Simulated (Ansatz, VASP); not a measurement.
Two plane-wave programs on Tl2I5

```
Tl I
1.0
     0.00000    6.19606    6.19606
     6.19606    0.00000    6.19606
     6.19606    6.19606    0.00000
Tl I
2 5
Direct
  0.00000 0.00000 0.00000
  0.25000 0.25000 0.25000
  0.60370 0.60370 0.60370
  0.60370 0.60370 0.18891
  0.60370 0.18891 0.60370
  0.18891 0.60370 0.60370
  0.75000 0.75000 0.75000
```

Alike in both runs: functional PBE; k mesh 4 × 4 × 4; occupations gaussian, width 0.1 eV; no spin polarisation.

Ansatz relaxed the structure, and its values are those at the end. VASP's run is a single point on that final structure, the one shown.

```csv
,VASP,Ansatz
version,VASP 6.6.1,Ansatz 0.2.0
potentials or method,"VASP PAW PBE potentials, release 64 (Tl_d, I), cutoff 520 eV","scalar-relativistic, plane waves, PAW"
valence electrons in the cell,61,111
```

|  | VASP | Ansatz | Ansatz less VASP |
| --- | --- | --- | --- |
| gap on the k mesh at the Fermi level (eV) | none | none | - |
| pressure (GPa) | 0.0 | 0.0 | +0.02 |
| rms of the force components (eV/Å) | 0.018 | 0.019 | +0.0011 |

A gap of «none» marks a metal or a gap that the smearing closes. The functional is the same, so the differences come from potentials, cutoffs and numerics. VASP's potentials hold 61 valence electrons a cell and Ansatz's 111, so a difference there can come from the potentials and not from the codes.

Spin-orbit coupling is off throughout.
